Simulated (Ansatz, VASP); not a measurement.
# Two plane-wave programs on CuO

INCAR

```
SYSTEM = CuO
PREC     = Accurate       ! precision mode
ENCUT    = 600            ! plane-wave cutoff, eV
EDIFF    = 1E-6           ! SCF threshold, eV
ISMEAR   = -1             ! smearing method
SIGMA    = 0.05           ! smearing width, eV
LREAL    = .False.        ! projectors in reciprocal space
LASPH    = .True.         ! aspherical terms in the spheres
NELM     = 150            ! most SCF steps
ALGO     = Normal         ! electronic algorithm
ISIF     = 3              ! what is computed and relaxed
LWAVE    = .False.        ! write WAVECAR
LCHARG   = .False.        ! write CHGCAR
LMAXMIX  = 4              ! l up to which the mixer works
LDAU     = .True.         ! DFT+U
LDAUTYPE = 2            
LDAUL    = 2 -1           ! shell
LDAUU    = 5.3 0          ! U, eV
LDAUJ    = 0 0          
LDAUPRINT= 1            
IBRION   = 2              ! ionic algorithm
NSW      = 60             ! ionic steps
EDIFFG   = -0.01          ! ionic threshold
```

File KPOINTS:

```
regular mesh
0
Gamma
  8 8 6
  0 0 0
```

POSCAR

```
CuO
1.0
    3.4220509700      0.0000000000      0.0000000000
    0.0000000000      3.4220509700      0.0000000000
    0.0000000000      0.0000000000      4.2604614800
Cu O
2 2
Direct
    0.0000000000      0.5000000000      0.0000000000
    0.5000000000      0.0000000000      0.5000000000
    0.0000000000      0.0000000000      0.2500000000
    0.0000000000      0.0000000000      0.7500000000
```

The input input.yaml:

```yaml
crystal:
  lattice:
    - [3.42205097, 0.0, 0.0]
    - [0.0, 3.42205097, 0.0]
    - [0.0, 0.0, 4.26046148]
  atoms:
    - { symbol: Cu, position: [0.0, 0.5, 0.0] }
    - { symbol: Cu, position: [0.5, 0.0, 0.5] }
    - { symbol: O, position: [0.0, 0.0, 0.25] }
    - { symbol: O, position: [0.0, 0.0, 0.75] }
hamiltonian:
  xc: lda
  pseudopotentials: { kind: paw }
  hubbard: { sites: [{ species: Cu, l: d, u_eff: 5.3 }] }
kpoints:
  mp_grid: { grid: [8, 8, 6] }
scf:
  occupations: { method: fermi_dirac, width: 0.05 }
output:
  forces: true
  stress: true
  eigenvalues: true
  write_density: true
  write_potential: true
  elf: true
  volumetric_format: npy
relax:
  f_tol: 0.01
  max_steps: 40
  cell: { stress_tol: 0.05 }
```

Alike in both runs: task relaxation of cell and atoms; functional LDA; k mesh 8 × 8 × 6; occupations fermi-dirac, width 0.05 eV; no spin polarisation; Hubbard terms Cu d U = 5.3 eV.

|  | VASP | Ansatz |
| --- | --- | --- |
| version | VASP 6.6.1 | Ansatz 0.2.0 |
| potentials or method | VASP PAW LDA potentials, release 64 (Cu, O) | Ansatz PAW |
| plane-wave cutoff (eV) | 600 | 420 |
| valence electrons in the cell | 34 | 50 |

|  | VASP | Ansatz | Ansatz less VASP |
| --- | --- | --- | --- |
| gap on the k mesh at the Fermi level, each at its own relaxed structure (eV) | none | none | - |
| relaxed volume (Å³/atom) | 10.02 | 10.42 | +0.396 |
| relaxed cell length with the largest relative difference (Å) | 2.823 | 2.864 | +0.0408 |

LDA's correlation is that of Perdew and Zunger in VASP and of Perdew and Wang (1992) in Ansatz. The programs project onto different local orbitals, so the same U acts differently, and such runs can settle in different states. A gap of «none» marks a metal or a gap that the smearing closes. VASP's potentials hold 34 valence electrons a cell and Ansatz's 50, so a difference there can come from the potentials and not from the codes.

Noted on VASP's run: the volume moved by over 15 % at a fixed basis, so the end points are rough. Noted on Ansatz's run: the volume moved by over 15 % at a fixed basis, so the end points are rough; the plane-wave basis is chosen anew once the cell has moved, so the energies of steps on either side of that aren't comparable.
